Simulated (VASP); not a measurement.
Wanted: the native input for a VASP 6.6.1 run.

```
Task                   : single point
Functional             : PBE
Potentials or basis    : VASP PAW PBE potentials, release 64 (Pb_d, Se)
Cutoff                 : 520 eV
k mesh                 : 8 × 8 × 8
Occupations            : fermi-dirac, width 0.02 eV
Spin                   : no spin polarisation
Dipole correction      : no
Further INCAR settings : ALGO = Normal; EDIFF = 1e-07; NBANDS = 17
```

The structure of PbSe (Clausthalite) lies in POSCAR:

```
PbSe
1.0
    0.0000000000      2.9539620758      2.9539620758
    2.9539620758      0.0000000000      2.9539620758
    2.9539620758      2.9539620758      0.0000000000
Pb Se
1 1
Direct
    0.0000000000      0.0000000000      0.0000000000
    0.5000000000      0.5000000000      0.5000000000
```

This cell differs from its parent crystal: strain -3.8%.

The input as run:

INCAR

```
SYSTEM = PbSe
PREC = Accurate ; ENCUT = 520
EDIFF = 1E-7 ; ISMEAR = -1
SIGMA = 0.02 ; LREAL = .False.
LASPH = .True. ; NELM = 100
ALGO = Normal ; ISIF = 2
LWAVE = .False. ; LCHARG = .True.
GGA = PE ; LELF = .True.
LVHAR = .True. ; NBANDS = 17
```

KPOINTS

```
Automatic mesh
0
Gamma
  8 8 8
  0 0 0
```

Potentials or basis: VASP PAW PBE potentials, release 64 (Pb_d, Se).

The run is started by

```sh
$ cat potpaw_PBE.64/Pb_d/POTCAR potpaw_PBE.64/Se/POTCAR > POTCAR
$ mpirun -np 1 vasp_std > vasp.out
```

It gave:

```json
{
  "Pressure": "9.8 GPa",
  "Band gap on the k mesh": "0.12 eV, direct"
}
```

Caveat: the cell differs from its parent crystal (strain -3.8%); spin-orbit coupling is left out, which moves the levels of the heavy elements.

Wall time 26 s on 1 thread of Intel Xeon 8259CL, with other jobs on the host, peak memory 0.19 GiB.
